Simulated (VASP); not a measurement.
# Ca3SbP (P4mm) in VASP: notebook

Ca3SbP is run at these levels: LDA; tasks: single point.

Everything below comes from runs of VASP 6.6.1. Logs are shortened: lines on timing, memory, paths and dates and some standing lists are left out, and cuts for length are marked.

**1. The cell of the first run**

It takes space group P4mm (No. 99, tetragonal). Conventional cell: a = 5.295 Å, b = 5.295 Å, c = 5.295 Å, α = 90.00°, β = 90.00°, γ = 90.00°. Within 3.5 Å of Ca (site symmetry 4mm) lie 2 P at 2.63 to 2.67 Å. Within 3.9 Å of Ca (site symmetry 2mm) lie 2 P at 2.65 Å and 4 Sb at 3.60 to 3.90 Å and 8 Ca at 3.68 to 3.81 Å. Sb (site symmetry 4mm) has 12 Ca at 3.60 to 3.90 Å and 8 P at 4.53 to 4.65 Å within 4.7 Å. Within 3.5 Å of P (site symmetry 4mm) lie 6 Ca at 2.63 to 2.67 Å.

**2. Single point, LDA (atoms displaced along a vibrational mode, the cell strained)**

Input file INCAR:

```
SYSTEM = Ca3SbP
ALGO = Normal
EDIFF = 1E-6
ENCUT = 520
GGA = CA
ISIF = 2
ISMEAR = 0
LASPH = .True.
LCHARG = .False.
LREAL = .False.
LWAVE = .False.
NBANDS = 28
NELM = 60
PREC = Accurate
SIGMA = 0.05
```

Input file KPOINTS:

```
k-points
0
Gamma
  6 6 6
  0 0 0
```

Input file POSCAR:

```
Ca3SbP
1.0
    5.2952063624      0.0000000000      0.0000000000
    0.0000000000      5.2952063624      0.0000000000
    0.0000000000      0.0000000000      5.2952063624
Ca Sb P
3 1 1
Direct
   -0.0057413859      0.5000000000      0.5000000000
    0.4771498990      0.0000000000      0.5000000000
    0.4771498990      0.5000000000      0.0000000000
    0.0175527343      0.0000000000      0.0000000000
    0.4975610011      0.5000000000      0.5000000000
```

Potentials or basis: VASP PAW LDA potentials, release 64 (Ca_sv, Sb, P).

The run is started by

```bash
cat potpaw_LDA.64/Ca_sv/POTCAR potpaw_LDA.64/Sb/POTCAR potpaw_LDA.64/P/POTCAR > POTCAR
mpirun -np 1 vasp_std > vasp.out
```

OUTCAR:

```text
SYSTEM = Ca3SbP
   EDIFF = 1E-6
   ENCUT = 520
   GGA = CA
   ISIF = 2
   ISMEAR = 0
   LASPH = .True.
   LREAL = .False.
   NELM = 60
   PREC = Accurate

 ion  position               nearest neighbor table
   1  0.994  0.500  0.500-   5 2.63   5 2.67
   2  0.477  0.000  0.500-   5 2.65   5 2.65
   3  0.477  0.500  0.000-   5 2.65   5 2.65
   4  0.018  0.000  0.000-
   5  0.498  0.500  0.500-   1 2.63   2 2.65   3 2.65   3 2.65   2 2.65   1 2.67

  LATTYP: Found a simple cubic cell.
 ALAT       =     5.2952063624

  Lattice vectors:

 A1 = (   5.2952063624,   0.0000000000,   0.0000000000)
 A2 = (   0.0000000000,   5.2952063624,   0.0000000000)
 A3 = (   0.0000000000,   0.0000000000,   5.2952063624)

Analysis of symmetry for initial positions (statically):
=====================================================================
 Subroutine PRICEL returns:
 Original cell was already a primitive cell.

 Routine SETGRP: Setting up the symmetry group for a
 simple cubic supercell.

 Subroutine GETGRP returns: Found  8 space group operations
 (whereof  8 operations were pure point group operations)
 out of a pool of 48 trial point group operations.

The static configuration has the point symmetry C_4v.

Analysis of symmetry for dynamics (positions and initial velocities):
=====================================================================
 Subroutine PRICEL returns:
 Original cell was already a primitive cell.

 Routine SETGRP: Setting up the symmetry group for a
 simple cubic supercell.

 Subroutine GETGRP returns: Found  8 space group operations
 (whereof  8 operations were pure point group operations)
 out of a pool of 48 trial point group operations.

The dynamic configuration has the point symmetry C_4v.

 Subroutine INISYM returns: Found  8 space group operations
 (whereof  8 operations are pure point group operations),
 and found     1 'primitive' translations

----------------------------------------------------------------------------------------

                                     Primitive cell

  volume of cell :     148.4734

  direct lattice vectors                    reciprocal lattice vectors
     5.295206362  0.000000000  0.000000000     0.188850053  0.000000000  0.000000000
     0.000000000  5.295206362  0.000000000     0.000000000  0.188850053  0.000000000
     0.000000000  0.000000000  5.295206362     0.000000000  0.000000000  0.188850053

  length of vectors
     5.295206362  5.295206362  5.295206362     0.188850053  0.188850053  0.188850053

  position of ions in fractional coordinates (direct lattice)
     0.994258614  0.500000000  0.500000000
     0.477149899  0.000000000  0.500000000
     0.477149899  0.500000000  0.000000000
     0.017552734  0.000000000  0.000000000
     0.497561001  0.500000000  0.500000000

  ion indices of the primitive-cell ions
   primitive index   ion index
                 1           1
                 2           2
                 3           3
                 4           4
                 5           5

----------------------------------------------------------------------------------------

 KPOINTS: k-points

Automatic generation of k-mesh.
 Grid dimensions read from file:
 generate k-points for:    6    6    6

 Generating k-lattice:

  Cartesian coordinates                     Fractional coordinates (reciprocal lattice)
     0.031475009  0.000000000  0.000000000     0.166666667  0.000000000  0.000000000
     0.000000000  0.031475009  0.000000000     0.000000000  0.166666667  0.000000000
     0.000000000  0.000000000  0.031475009     0.000000000  0.000000000  0.166666667

  Length of vectors
     0.031475009  0.031475009  0.031475009

  Shift w.r.t. Gamma in fractional coordinates (k-lattice)
     0.000000000  0.000000000  0.000000000

 Subroutine IBZKPT returns following result:
 ===========================================

 Found     40 irreducible k-points:

 Following reciprocal coordinates:
            Coordinates               Weight
  0.000000  0.000000  0.000000      1.000000
  0.166667  0.000000  0.000000      2.000000
  0.000000  0.166667  0.000000      4.000000
  0.333333  0.000000  0.000000      2.000000
  0.000000  0.333333  0.000000      4.000000
  0.500000  0.000000  0.000000      1.000000
[... 16 lines left out ...]
  0.166667  0.166667  0.166667      8.000000
  0.333333  0.166667  0.166667      8.000000
 [... further k-points ...]
   k-points           NKPTS =     40   k-points in BZ     NKDIM =     40   number of bands    NBANDS=     28
   number of dos      NEDOS =    301   number of ions     NIONS =      5
   total plane-waves  NPLWV =  64000
   dimension x,y,z NGX =    40 NGY =   40 NGZ =   40
   dimension x,y,z NGXF=    80 NGYF=   80 NGZF=   80
   ions per type =               3   1   1
   NGX,Y,Z   is equivalent  to a cutoff of  12.56, 12.56, 12.56 a.u.
   NGXF,Y,Z  is equivalent  to a cutoff of  25.12, 25.12, 25.12 a.u.
 SYSTEM =  Ca3SbP
   PREC   = accura    normal or accurate (medium, high low for compatibility)
   ISTART =      0    job   : 0-new  1-cont  2-samecut
   ICHARG =      2    charge: 1-file 2-atom 10-const
   ISPIN  =      1    spin polarized calculation?
   LNONCOLLINEAR =      F non collinear calculations
   LSORBIT =      F    spin-orbit coupling
   LASPH  =      T    aspherical Exc in radial PAW
   ENCUT  =  520.0 eV  38.22 Ry    6.18 a.u.   9.85  9.85  9.85*2*pi/ulx,y,z
   NELM   =     60;   NELMIN=  2; NELMDL= -5     # of ELM steps
   EDIFF  = 0.1E-05   stopping-criterion for ELM
   LREAL  =      F    real-space projection
   EDIFFG = 0.1E-04   stopping-criterion for IOM
   NSW    =      0    number of steps for IOM
   IBRION =     -1    ionic relax: 0-MD 1-quasi-New 2-CG
   NFREE  =      0    steps in history (QN), initial steepest desc. (CG)
   ISIF   =      2    stress and relaxation
   ISYM   =      2    0-nonsym 1-usesym 2-fastsym
   POTIM  = 0.5000    time-step for ionic-motion
   TEBEG  =    0.0;   TEEND  =   0.0 temperature during run
   PSTRESS=    0.0 pullay stress
   NELECT =      40.0000    total number of electrons
   NUPDOWN=      -1.0000    fix difference up-down
   EMIN   =  10.00;   EMAX   =-10.00  energy-range for DOS
   EFERMI =   0.00;   METHOD = LEGACY
   ISMEAR =     0;   SIGMA  =   0.05  broadening in eV -4-tet -1-fermi 0-gaus
   EFERMI_NEDOS =   21; number of points for ismear=-14 and -15
   IALGO  =     38    algorithm
   IMIX   =      4    mixing-type and parameters
     AMIX     =   0.40;   BMIX     =  1.00
     AMIX_MAG =   1.60;   BMIX_MAG =  1.00
  volume/ion in A,a.u.               =      29.69       200.39
  Fermi-wavevector in a.u.,A,eV,Ry     =   1.057333  1.998070 15.210686  1.117954
  Thomas-Fermi vector in A             =   2.192602
   LORBIT       =      0    0 simple, 1 ext, 2 COOP (PROOUT), +10 PAW based schemes
   GGA     = CA    functional components
   LHFCALC =     F    Hartree Fock is set to
   AEXX    =    0.0000 exact exchange contribution
   IVDW    =     0    specifies the selected vdW correction
   LEPSILON=     F    determine dielectric tensor
   LRPA    =     F    only Hartree local field effects (RPA)
 non-spin polarized calculation
 Gauss-broadening in eV      SIGMA  =   0.05
  energy-cutoff  :      520.00
  volume of cell :      148.47
 maximum number of plane-waves:      4032
 NGX is ok and might be reduce to    40
   NGX = 19   NGY = 19   NGZ = 19

 number of electron      39.9999991 magnetization

 Free energy of the ion-electron system (eV)
  ---------------------------------------------------
  ext. energy  EPLUGINS =         0.00000000
  ---------------------------------------------------
  free energy    TOTEN  =       -22.61340926 eV

  energy without entropy =      -22.61340926  energy(sigma->0) =      -22.61340926

 E-fermi :   3.8232     XC(G=0):  -9.0176

 val. band max:        3.4799953257   @ k =   0.0000   0.0000   0.0000
 cond. band min:       4.0849181884   @ k =   0.0000   0.0000   0.0000
 fundamental gap:      0.6049228627
 Fermi energy:         3.8231857574

 k-point     1 :       0.0000    0.0000    0.0000
  band No.  band energies     occupation
      1     -37.0197      2.00000
      2     -36.9820      2.00000
      3     -36.9687      2.00000
      4     -18.4386      2.00000
      5     -18.4379      2.00000
      6     -18.4379      2.00000
[... 20 lines left out ...]
     27       7.0887      0.00000
     28       7.0907      0.00000

 k-point     2 :       0.1667    0.0000    0.0000
  band No.  band energies     occupation
      1     -37.0182      2.00000
      2     -36.9834      2.00000
      3     -36.9687      2.00000
      4     -18.4304      2.00000
      5     -18.4304      2.00000
      6     -18.4294      2.00000
[... 20 lines left out ...]
     27       6.9039      0.00000
     28       7.1016      0.00000

 k-point     3 :       0.0000    0.1667    0.0000
  band No.  band energies     occupation
      1     -37.0187      2.00000
      2     -36.9816      2.00000
      3     -36.9700      2.00000
      4     -18.4326      2.00000
      5     -18.4319      2.00000
      6     -18.4295      2.00000
[... 20 lines left out ...]
     27       6.9293      0.00000
     28       7.1016      0.00000

 k-point     4 :       0.3333    0.0000    0.0000
  band No.  band energies     occupation
      1     -37.0149      2.00000
      2     -36.9866      2.00000
      3     -36.9687      2.00000
      4     -18.4110      2.00000
      5     -18.4110      2.00000
      6     -18.4028      2.00000
[... 578 lines left out ...]
     27       6.9195      0.00000
     28       6.9834      0.00000

 k-point    23 :       0.1667    0.1667    0.1667
  band No.  band energies     occupation
      1     -37.0167      2.00000
      2     -36.9823      2.00000
      3     -36.9712      2.00000
      4     -18.4486      2.00000
      5     -18.4122      2.00000
      6     -18.4023      2.00000
[... 20 lines left out ...]
     27       7.0795      0.00000
     28       7.0813      0.00000

 k-point    24 :       0.3333    0.1667    0.1667
  band No.  band energies     occupation
      1     -37.0142      2.00000
      2     -36.9847      2.00000
      3     -36.9711      2.00000
      4     -18.4481      2.00000
      5     -18.4043      2.00000
      6     -18.3873      2.00000
[... 20 lines left out ...]
     27       6.8438      0.00000
     28       7.1175      0.00000

 [... further k-points ...]

------------------------ aborting loop because EDIFF is reached ----------------------------------------

  FORCE on cell =-STRESS in cart. coord.  units (eV):
  Direction    XX          YY          ZZ          XY          YZ          ZX
  --------------------------------------------------------------------------------------
  -------------------------------------------------------------------------------------
  Total       -0.5137974     -0.8300896     -0.8300896     -0.0000000     -0.0000000      0.0000000
  in kB       -5.5443907     -8.9575016     -8.9575016     -0.0000000     -0.0000000      0.0000000
  external PRESSURE =      -7.8197980 kB  Pullay stress =       0.0000000 kB

 VOLUME and BASIS-vectors are now :
 -----------------------------------------------------------------------------
  energy-cutoff  :      520.00
  volume of cell :      148.47
      direct lattice vectors                 reciprocal lattice vectors
     5.295206362  0.000000000  0.000000000     0.188850053  0.000000000  0.000000000
     0.000000000  5.295206362  0.000000000     0.000000000  0.188850053  0.000000000
     0.000000000  0.000000000  5.295206362     0.000000000  0.000000000  0.188850053

 POSITION                                       TOTAL-FORCE (eV/Angst)
 -----------------------------------------------------------------------------------
      5.26480      2.64760      2.64760        -0.001543     -0.000000      0.000000
      2.52661      0.00000      2.64760        -0.013782     -0.000000      0.000000
      2.52661      2.64760      0.00000        -0.013782     -0.000000      0.000000
      0.09295      0.00000      0.00000         0.045591     -0.000000      0.000000
      2.63469      2.64760      2.64760        -0.016485      0.000000     -0.000000
 -----------------------------------------------------------------------------------
    total drift:                                0.000506     -0.000000      0.000000

  FREE ENERGIE OF THE ION-ELECTRON SYSTEM (eV)
  ---------------------------------------------------
  free  energy   TOTEN  =       -22.6134092633 eV

  energy  without entropy=      -22.6134092633  energy(sigma->0) =      -22.61340926
```

Run time: 3.2 min. Hardware: 1 thread of Oxide Virtual Turin-like, shared host; peak memory 0.27 GiB.

Results:

```yaml
Free_energy: -22.6134 eV
Pressure: -0.8 GPa
Largest_force: 0.046 eV/Å
Band_gap_on_the_k_mesh: 0.60 eV
```

Forces on the atoms (eV/Å):
```
Ca  -0.002  0.000  0.000
Ca  -0.014  0.000  0.000
Ca  -0.014  0.000  0.000
Sb   0.046  0.000  0.000
P   -0.016  0.000  0.000
```

Levels at points of the mesh, in eV from the valence-band top:
| k point | band 16 | band 17 | band 18 | band 19 | band 20 | band 21 | band 22 | band 23 | band 24 | band 25 |
| --- | --- | --- | --- | --- | --- | --- | --- | --- | --- | --- |
| (0.00, 0.00, 0.00) | -1.74 | -1.74 | -0.04 | 0.00 | 0.00 | 0.60 | 0.73 | 0.80 | 0.94 | 1.04 |
| (0.50, 0.00, 0.00) | -2.39 | -1.63 | -1.63 | -1.01 | -1.01 | 1.25 | 1.51 | 1.75 | 2.68 | 2.72 |
| (0.00, 0.50, 0.00) | -2.43 | -1.62 | -1.62 | -1.02 | -0.98 | 1.24 | 1.52 | 1.74 | 2.62 | 2.66 |
| (0.50, 0.50, 0.00) | -3.41 | -1.83 | -1.31 | -1.28 | -0.98 | 1.75 | 1.78 | 1.86 | 2.23 | 2.70 |
| (0.00, 0.50, 0.50) | -3.42 | -1.82 | -1.28 | -1.28 | -0.92 | 1.73 | 1.73 | 1.84 | 2.18 | 2.72 |
| (0.50, 0.50, 0.50) | -3.20 | -3.20 | -1.67 | -1.67 | -1.65 | 1.95 | 1.98 | 1.98 | 2.80 | 2.88 |

Caveat: the cell differs from its parent crystal (atoms displaced along a vibrational mode, the cell strained); semilocal functionals underestimate gaps, and a narrow one can read as zero; spin-orbit coupling is left out, which moves the levels of the heavy elements. A k mesh can miss the band edges.

(Continued in part 2 of 2.)
